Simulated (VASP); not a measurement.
Wanted: the native input for a VASP 6.6.1 run.

- Task: single point
- Functional: r2SCAN
- Potentials or basis: VASP PAW PBE potentials, release 64 (W_sv, Se)
- Cutoff: 520 eV
- k mesh: 12 × 12 × 2
- Occupations: gaussian, width 0.01 eV
- Spin: no spin polarisation
- Dipole correction: no
- Further INCAR settings: ALGO = Normal; EDIFF = 1e-07; NBANDS = 35

WSe2:

```
W Se
1.0
     3.29974    0.00000    0.00000
    -1.64987    2.85766    0.00000
     0.00000    0.00000   13.14969
W Se
2 4
Direct
  0.66667 0.33333 0.24998
  0.33333 0.66667 0.75002
  0.33333 0.66667 0.37664
  0.66667 0.33333 0.87667
  0.33333 0.66667 0.12333
  0.66667 0.33333 0.62336
```

The input as run:

POSCAR

```
WSe2
1.0
    3.2997362295      0.0000000000      0.0000000000
   -1.6498681147      2.8576554006      0.0000000000
    0.0000000000      0.0000000000     13.1496873796
W Se
2 4
Direct
    0.6666666667      0.3333333333      0.2499833653
    0.3333333333      0.6666666667      0.7500166347
    0.3333333333      0.6666666667      0.3766383646
    0.6666666667      0.3333333333      0.8766715874
    0.3333333333      0.6666666667      0.1233284126
    0.6666666667      0.3333333333      0.6233616354
```

INCAR.step1

```
SYSTEM = WSe2
PREC = Accurate
ENCUT = 520
ISMEAR = 0
SIGMA = 0.01
LREAL = .FALSE.
LASPH = .TRUE.
NELM = 100
NBANDS = 35
GGA = PE
ALGO = Normal
EDIFF = 1E-4
LWAVE = .TRUE.
LCHARG = .FALSE.
```

INCAR.step2

```
SYSTEM = WSe2
PREC = Accurate
ENCUT = 520
EDIFF = 1E-7
ISMEAR = 0
SIGMA = 0.01
LREAL = .FALSE.
LASPH = .TRUE.
NELM = 100
ALGO = Normal
ISIF = 2
LWAVE = .FALSE.
LCHARG = .FALSE.
METAGGA = R2SCAN
LMIXTAU = .TRUE.
NBANDS = 35
ISTART = 1
```

KPOINTS

```
regular mesh
0
G
  12 12 2
  0 0 0
```

Potentials or basis: VASP PAW PBE potentials, release 64 (W_sv, Se).

Command:

```sh
$ cat potpaw_PBE.64/W_sv/POTCAR potpaw_PBE.64/Se/POTCAR > POTCAR
$ cp INCAR.step1 INCAR
$ mpirun -np 1 vasp_std > vasp.out
$ cp INCAR.step2 INCAR
$ mpirun -np 1 vasp_std > vasp.out
```

It gave:

```yaml
Pressure: 1.6 GPa
Largest_force: 0.007 eV/Å
Band_gap_on_the_k_mesh: 1.16 eV, indirect (least direct gap 1.61 eV)
```

Caveat: the PAW data sets were made with another functional, which shifts forces and pressure a little; spin-orbit coupling is left out, which moves the levels of the heavy elements.

Wall time 9.8 min on 1 thread of Intel Xeon 6975P-C, on a shared host, peak memory 0.38 GiB.
